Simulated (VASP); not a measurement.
# Si12O23 (a cell with a defect) in VASP: single point with PBE

Aim: the single point of Si12O23 (a cell with a defect) with PBE.

Program: VASP 6.6.1. These are calculated values, not measurements. Logs are shortened: lines on timing, memory, paths and dates and some standing lists are left out, and cuts for length are marked.

**1. The cell of the first run**

The cell holds a defect, 35 atoms: a = 7.292 Å, b = 7.292 Å, c = 9.800 Å, α = 70.37°, β = 70.37°, γ = 71.18°.

**2. Single point, PBE**

INCAR

```
SYSTEM = Si12O23
PREC = Accurate
ENCUT = 520
EDIFF = 1E-6
ISMEAR = -1
SIGMA = 0.02
LREAL = Auto
LASPH = .True.
NELM = 60
ALGO = Normal
ISIF = 2
LWAVE = .False.
LCHARG = .True.
GGA = PE
LELF = .True.
LVHAR = .True.
NELECT = 188.0
NBANDS = 116
```

KPOINTS

```
regular mesh
0
Gamma
  2 2 2
  0 0 0
```

POSCAR

```
Si12O23
1.0
   -2.4500000000      4.2435240000      5.4000000000
    4.9000000000      0.0000000000      5.4000000000
    4.9000000000      8.4870490000      0.0000000000
Si O
12 23
Direct
    0.1056134104      0.5263572459      0.9368785350
    0.3916060615      0.9275997903      0.0331603517
   -0.0028842151      0.0099548516      0.2587783226
    0.0961391447      0.5877260359      0.4528101875
    0.3938377283      0.9510341590      0.5477849586
    0.0016889268     -0.0027406113      0.8136920263
    0.5865562545      0.0675671174      0.2102344314
    0.9014432327      0.4471037414      0.2771170931
    0.4991754023      0.5118654136      0.5130966752
    0.6201845996      0.0719913414      0.7001938581
    0.8847678901      0.3947534279      0.7673070766
    0.4929228092      0.4910536058      0.0076867951
    0.3198688112      0.4134686163      0.9865959029
    0.1662960630      0.0476028628      0.1023297717
    0.9339792448      0.5359753341      0.0989166145
    0.5836742015      0.3037174089      0.1359194121
    0.9247249266      0.2054711976      0.3242375581
    0.5466494728      0.9578465122      0.1072454753
    0.3215600085      0.4710658230      0.4705100530
    0.1867212018      0.0580604329      0.6416824201
    0.9284547664      0.5870056852      0.6065954909
    0.5747926848      0.3173844636      0.6378147529
    1.1301160488     -0.2584844046      0.8356369440
    0.5862326171      0.9852393205      0.5790895470
    0.8071338307      0.9566806133      0.2417982179
    0.6751197776      0.5480174255      0.3581899516
    0.4139239079      0.0483095172      0.3667458502
    0.1041217252      0.8215877205      0.3719811439
    0.4288372664      0.7092700890      0.5738341231
    0.0600658961      0.4915527991      0.3378704005
    0.8377647135      0.9765549121      0.7254020052
    0.6676598460      0.5402295158      0.8599858507
    0.4468012116      0.0230787183      0.8556161017
    0.3985499171      0.6891364007      0.0763046868
    0.0514011256      0.3994625771      0.8557080348
```

Potentials or basis: VASP PAW PBE potentials, release 64 (Si, O).

Run with:

```
> cat potpaw_PBE.64/Si/POTCAR potpaw_PBE.64/O/POTCAR > POTCAR
> mpirun -np 1 vasp_std > vasp.out
```

OUTCAR:

```text
SYSTEM = Si12O23
   PREC = Accurate
   ENCUT = 520
   EDIFF = 1E-6
   ISMEAR = -1
   LREAL = Auto
   LASPH = .True.
   NELM = 60
   ISIF = 2
   GGA = PE
   NELECT = 188.0

 ion  position               nearest neighbor table
   1  0.106  0.526  0.937-  23 1.58  35 1.61  13 1.66  15 1.67  12 3.04   8 3.10
   2  0.392  0.928  0.033-  33 1.60  14 1.63  34 1.63  18 1.64   3 3.00  12 3.10  10 3.11   7 3.14

   3  0.997  0.010  0.259-  28 1.61  14 1.62  17 1.62  25 1.63   2 3.00   4 3.03   7 3.06   8 3.09

   4  0.096  0.588  0.453-  21 1.59  19 1.63  28 1.63  30 1.64  11 3.02   3 3.03   9 3.03   8 3.13

   5  0.394  0.951  0.548-  20 1.59  29 1.64  24 1.64  27 1.65  10 3.04   7 3.07
   6  0.002  0.997  0.814-  31 1.76  23 1.77  20 1.79  11 2.67
   7  0.587  0.068  0.210-  27 1.62  18 1.62  16 1.62  25 1.63  12 3.06   3 3.06   5 3.07   2 3.14

   8  0.901  0.447  0.277-  15 1.61  26 1.62  30 1.62  17 1.63   9 3.08   3 3.09   1 3.10   4 3.13

   9  0.499  0.512  0.513-  29 1.61  22 1.61  19 1.62  26 1.63   4 3.03   8 3.08  10 3.12
  10  0.620  0.072  0.700-  31 1.58  24 1.63  33 1.64  22 1.64   5 3.04   2 3.11   9 3.12
  11  0.885  0.395  0.767-  35 1.73  21 1.74  32 1.75   6 2.67   4 3.02  12 3.08
  12  0.493  0.491  0.008-  32 1.60  13 1.63  16 1.64  34 1.65   1 3.04   7 3.06  11 3.08   2 3.10

  13  0.320  0.413  0.987-  12 1.63   1 1.66
  14  0.166  0.048  0.102-   3 1.62   2 1.63
  15  0.934  0.536  0.099-   8 1.61   1 1.67
  16  0.584  0.304  0.136-   7 1.62  12 1.64
  17  0.925  0.205  0.324-   3 1.62   8 1.63
  18  0.547  0.958  0.107-   7 1.62   2 1.64
[... 15 lines left out ...]
  34  0.399  0.689  0.076-   2 1.63  12 1.65
  35  0.051  0.399  0.856-   1 1.61  11 1.73

  LATTYP: Found a base centered monoclinic cell.
 ALAT       =    11.8595951001
 B/A-ratio  =     0.7156271902
 C/A-ratio  =     0.8263351282
 COS(beta)  =    -0.4131675276

  Lattice vectors:

 A1 = (   2.4500000000,  -4.2435240000,  -5.4000000000)
 A2 = (  -4.9000000000,   0.0000000000,  -5.4000000000)
 A3 = (   4.9000000000,   8.4870490000,   0.0000000000)

Analysis of symmetry for initial positions (statically):
=====================================================================
 Subroutine PRICEL returns:
 Original cell was already a primitive cell.

 Routine SETGRP: Setting up the symmetry group for a
 base centered monoclinic supercell.

 Subroutine GETGRP returns: Found  1 space group operations
 (whereof  1 operations were pure point group operations)
 out of a pool of  4 trial point group operations.

The static configuration has the point symmetry C_1 .

Analysis of symmetry for dynamics (positions and initial velocities):
=====================================================================
 Subroutine PRICEL returns:
 Original cell was already a primitive cell.

 Routine SETGRP: Setting up the symmetry group for a
 base centered monoclinic supercell.

 Subroutine GETGRP returns: Found  1 space group operations
 (whereof  1 operations were pure point group operations)
 out of a pool of  4 trial point group operations.

The dynamic configuration has the point symmetry C_1 .

 Subroutine INISYM returns: Found  1 space group operations
 (whereof  1 operations are pure point group operations),
 and found     1 'primitive' translations

----------------------------------------------------------------------------------------

                                     Primitive cell

  volume of cell :     449.1346

  direct lattice vectors                    reciprocal lattice vectors
    -2.450000000  4.243524000  5.400000000    -0.102040819  0.058913294  0.092592595
     4.900000000  0.000000000  5.400000000     0.102040819 -0.058913294  0.092592590
     4.900000000  8.487049000  0.000000000     0.051020404  0.088369941 -0.046296292

  length of vectors
     7.291775911  7.291776190  9.800000037     0.149854909  0.149854906  0.112052107

  position of ions in fractional coordinates (direct lattice)
     0.105613410  0.526357246  0.936878535
     0.391606061  0.927599790  0.033160352
     0.997115785  0.009954852  0.258778323
     0.096139145  0.587726036  0.452810187
     0.393837728  0.951034159  0.547784959
     0.001688927  0.997259389  0.813692026
[... 27 lines left out ...]
     0.398549917  0.689136401  0.076304687
     0.051401126  0.399462577  0.855708035

  ion indices of the primitive-cell ions
   primitive index   ion index
                 1           1
                 2           2
                 3           3
                 4           4
                 5           5
                 6           6
[... 27 lines left out ...]
                34          34
                35          35

----------------------------------------------------------------------------------------

 KPOINTS: regular mesh

Automatic generation of k-mesh.
 Grid dimensions read from file:
 generate k-points for:    2    2    2

 Generating k-lattice:

  Cartesian coordinates                     Fractional coordinates (reciprocal lattice)
    -0.051020410  0.029456647  0.046296298     0.500000000  0.000000000  0.000000000
     0.051020410 -0.029456647  0.046296295     0.000000000  0.500000000  0.000000000
     0.025510202  0.044184971 -0.023148146     0.000000000  0.000000000  0.500000000

  Length of vectors
     0.074927455  0.074927453  0.056026054

  Shift w.r.t. Gamma in fractional coordinates (k-lattice)
     0.000000000  0.000000000  0.000000000

 Subroutine IBZKPT returns following result:
 ===========================================

 Found      8 irreducible k-points:

 Following reciprocal coordinates:
            Coordinates               Weight
  0.000000  0.000000  0.000000      1.000000
  0.500000  0.000000  0.000000      1.000000
 -0.000000  0.500000  0.000000      1.000000
  0.500000  0.500000  0.000000      1.000000
  0.000000  0.000000  0.500000      1.000000
  0.500000 -0.000000  0.500000      1.000000
 -0.000000  0.500000  0.500000      1.000000
  0.500000  0.500000  0.500000      1.000000
   k-points           NKPTS =      8   k-points in BZ     NKDIM =      8   number of bands    NBANDS=    116
   number of dos      NEDOS =    301   number of ions     NIONS =     35
   total plane-waves  NPLWV = 233280
   dimension x,y,z NGX =    54 NGY =   54 NGZ =   80
   dimension x,y,z NGXF=   108 NGYF=  108 NGZF=  160
   ions per type =              12  23
   NGX,Y,Z   is equivalent  to a cutoff of  12.31, 12.31, 13.57 a.u.
   NGXF,Y,Z  is equivalent  to a cutoff of  24.62, 24.62, 27.14 a.u.
 SYSTEM =  Si12O23
   PREC   = accura    normal or accurate (medium, high low for compatibility)
   ISTART =      0    job   : 0-new  1-cont  2-samecut
   ICHARG =      2    charge: 1-file 2-atom 10-const
   ISPIN  =      1    spin polarized calculation?
   LNONCOLLINEAR =      F non collinear calculations
   LSORBIT =      F    spin-orbit coupling
   LASPH  =      T    aspherical Exc in radial PAW
   ENCUT  =  520.0 eV  38.22 Ry    6.18 a.u.  13.56 13.56 18.22*2*pi/ulx,y,z
   NELM   =     60;   NELMIN=  2; NELMDL= -5     # of ELM steps
   EDIFF  = 0.1E-05   stopping-criterion for ELM
   LREAL  =      T    real-space projection
   EDIFFG = 0.1E-04   stopping-criterion for IOM
   NSW    =      0    number of steps for IOM
   IBRION =     -1    ionic relax: 0-MD 1-quasi-New 2-CG
   NFREE  =      0    steps in history (QN), initial steepest desc. (CG)
   ISIF   =      2    stress and relaxation
   ISYM   =      2    0-nonsym 1-usesym 2-fastsym
   POTIM  = 0.5000    time-step for ionic-motion
   TEBEG  =    0.0;   TEEND  =   0.0 temperature during run
   PSTRESS=    0.0 pullay stress
   NELECT =     188.0000    total number of electrons
   NUPDOWN=      -1.0000    fix difference up-down
   EMIN   =  10.00;   EMAX   =-10.00  energy-range for DOS
   EFERMI =   0.00;   METHOD = LEGACY
   ISMEAR =    -1;   SIGMA  =   0.02  broadening in eV -4-tet -1-fermi 0-gaus
   EFERMI_NEDOS =   21; number of points for ismear=-14 and -15
   IALGO  =     38    algorithm
   IMIX   =      4    mixing-type and parameters
     AMIX     =   0.40;   BMIX     =  1.00
     AMIX_MAG =   1.60;   BMIX_MAG =  1.00
  volume/ion in A,a.u.               =      12.83        86.60
  Fermi-wavevector in a.u.,A,eV,Ry     =   1.224622  2.314199 20.404633  1.499698
  Thomas-Fermi vector in A             =   2.359690
   LORBIT       =      0    0 simple, 1 ext, 2 COOP (PROOUT), +10 PAW based schemes
   GGA     = PE    functional components
   LHFCALC =     F    Hartree Fock is set to
   AEXX    =    0.0000 exact exchange contribution
   IVDW    =     0    specifies the selected vdW correction
   LEPSILON=     F    determine dielectric tensor
   LRPA    =     F    only Hartree local field effects (RPA)
 non-spin polarized calculation
  energy-cutoff  :      520.00
  volume of cell :      449.13
 maximum number of plane-waves:     12116
   NGX = 27   NGY = 27   NGZ = 37

 number of electron     187.9999995 magnetization

 Free energy of the ion-electron system (eV)
  ---------------------------------------------------
  ext. energy  EPLUGINS =         0.00000000
  ---------------------------------------------------
  free energy    TOTEN  =      -261.09184510 eV

  energy without entropy =     -261.09184510  energy(sigma->0) =     -261.09184510

 E-fermi :   6.3833     XC(G=0):  -9.3404

 val. band max:        5.8356070153   @ k =   0.0000   0.0000   0.0000
 cond. band min:       7.0320860722   @ k =   0.0000   0.0000   0.0000
 fundamental gap:      1.1964790569
 Fermi energy:         6.3833385846

 k-point     1 :       0.0000    0.0000    0.0000
  band No.  band energies     occupation
      1     -18.5397      2.00000
      2     -18.0587      2.00000
      3     -17.8212      2.00000
      4     -17.5655      2.00000
      5     -17.5426      2.00000
      6     -17.3858      2.00000
[... 98 lines left out ...]
    105      10.2375      0.00000
    106      10.2746      0.00000

 k-point     2 :       0.5000    0.0000    0.0000
  band No.  band energies     occupation
      1     -18.3382      2.00000
      2     -18.2147      2.00000
      3     -17.9695      2.00000
      4     -17.6950      2.00000
      5     -17.4082      2.00000
      6     -17.3089      2.00000
[... 752 lines left out ...]
    105      10.2385      0.00000
    106      10.3249      0.00000
 [bands above 106 left out]

------------------------ aborting loop because EDIFF is reached ----------------------------------------

  FORCE on cell =-STRESS in cart. coord.  units (eV):
  Direction    XX          YY          ZZ          XY          YZ          ZX
  --------------------------------------------------------------------------------------
  -------------------------------------------------------------------------------------
  Total       24.9439415     25.6676150     27.1700983     -2.6718625     -4.0799319     -0.9360175
  in kB       88.9813784     91.5629058     96.9226454     -9.5312126    -14.5541538     -3.3390123
  external PRESSURE =      92.4889765 kB  Pullay stress =       0.0000000 kB

 VOLUME and BASIS-vectors are now :
 -----------------------------------------------------------------------------
  energy-cutoff  :      520.00
  volume of cell :      449.13
      direct lattice vectors                 reciprocal lattice vectors
    -2.450000000  4.243524000  5.400000000    -0.102040819  0.058913294  0.092592595
     4.900000000  0.000000000  5.400000000     0.102040819 -0.058913294  0.092592590
     4.900000000  8.487049000  0.000000000     0.051020404  0.088369941 -0.046296292

 POSITION                                       TOTAL-FORCE (eV/Angst)
 -----------------------------------------------------------------------------------
      6.91110      8.39951      3.41264        -0.016737      0.035879     -0.045320
      3.74829      1.94322      7.12371         0.006499     -0.008849      0.014754
     -1.12614      6.42755      5.43818         0.014197      0.023384     -0.006399
      4.86309      4.25099      3.69287        -0.039329     -0.016202      0.033463
      6.37931      6.32034      7.26231        -0.034548      0.008855     -0.008792
      8.86952      6.91301      5.39432         0.001790      0.004948      0.004913
[... 27 lines left out ...]
      2.77421      2.33886      5.87351        -0.016061     -0.005926      0.003413
      6.02440      7.48056      2.43466        -0.010624     -0.034158     -0.022174
 -----------------------------------------------------------------------------------
    total drift:                                0.005130     -0.009141      0.026648

  FREE ENERGIE OF THE ION-ELECTRON SYSTEM (eV)
  ---------------------------------------------------
  free  energy   TOTEN  =      -261.0918451013 eV

  energy  without entropy=     -261.0918451013  energy(sigma->0) =     -261.09184510
```

It took 9.2 min on 1 thread of Intel Xeon Platinum 8488C (Sapphire Rapids), shared host; peak memory 0.63 GiB.

What came out:

| Property | Result |
| --- | --- |
| Free energy | -261.0918 eV |
| Largest force | 0.070 eV/Å |

Forces on the atoms (eV/Å):
```
Si  -0.017  0.036 -0.045
Si   0.006 -0.009  0.015
Si   0.014  0.023 -0.006
Si  -0.039 -0.016  0.033
Si  -0.035  0.009 -0.009
Si   0.002  0.005  0.005
Si  -0.033  0.005 -0.001
Si   0.014  0.004  0.002
Si   0.018  0.020 -0.002
Si   0.014 -0.018 -0.012
Si   0.020 -0.019 -0.010
Si   0.037  0.028 -0.018
O    0.000 -0.009 -0.019
O    0.003  0.006  0.002
O   -0.033 -0.010  0.009
O   -0.006 -0.009  0.003
O    0.004 -0.016  0.007
O    0.006 -0.019 -0.007
O    0.010 -0.001  0.000
O    0.060  0.006 -0.015
O    0.014  0.011 -0.043
O   -0.014  0.000 -0.012
O    0.014 -0.029  0.043
O    0.008 -0.012 -0.008
O    0.006 -0.003  0.004
O   -0.002  0.014 -0.002
O    0.006  0.013 -0.009
O   -0.006  0.000 -0.006
O   -0.002 -0.022  0.021
O    0.018 -0.004  0.007
O   -0.019  0.057  0.035
O   -0.025  0.005  0.043
O   -0.017 -0.005  0.017
O   -0.016 -0.006  0.003
O   -0.011 -0.034 -0.022
```

Caveat: the k points lie up to 0.47 Å⁻¹ apart; the cell carries a net charge on a neutralising background, which shifts energy and pressure; the cell is charged against a uniform background, so pressure and absolute levels hang on convention.
